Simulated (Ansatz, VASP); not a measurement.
Sb2Se3: VASP beside Ansatz

```
Sb Se
1.0
     4.76769    0.00000    0.00000
    -2.38385    4.12894    0.00000
     0.00000    0.00000   11.03430
Sb Se
2 3
Direct
  0.33333 0.66667 0.50000
  0.00000 0.00000 0.00000
  0.33333 0.66667 0.72364
  0.33333 0.66667 0.27636
  0.33333 0.66667 0.00000
```

Alike in both runs: functional PBE; k mesh 3 × 3 × 2; occupations gaussian, width 0.15 eV; no spin polarisation.

Ansatz relaxed the structure, and its values are those at the end. VASP's run is a single point on that final structure, the one shown.

```csv
,VASP,Ansatz
version,VASP 6.6.1,Ansatz 0.2.0
potentials or method,"VASP PAW PBE potentials, release 64 (Sb, Se), cutoff 500 eV","scalar-relativistic, plane waves, PAW"
valence electrons in the cell,28,78
```

Ansatz gave:

| Quantity | Value |
| --- | --- |
| gap on the k mesh at the Fermi level (eV) | none |
| pressure (GPa) | 0.0 |
| rms of the force components (eV/Å) | 0.011 |

Question: Estimate VASP's values.

Answer: gap on the k mesh at the Fermi level (eV): none; pressure (GPa): 0.0; rms of the force components (eV/Å): 0.004.

A gap of «none» marks a metal or a gap that the smearing closes. The functional is the same, so the differences come from potentials, cutoffs and numerics. VASP's potentials hold 28 valence electrons a cell and Ansatz's 78, so a difference there can come from the potentials and not from the codes.

The k mesh is coarse, so the values compare programs but aren't converged. Neither program's run includes spin-orbit coupling.
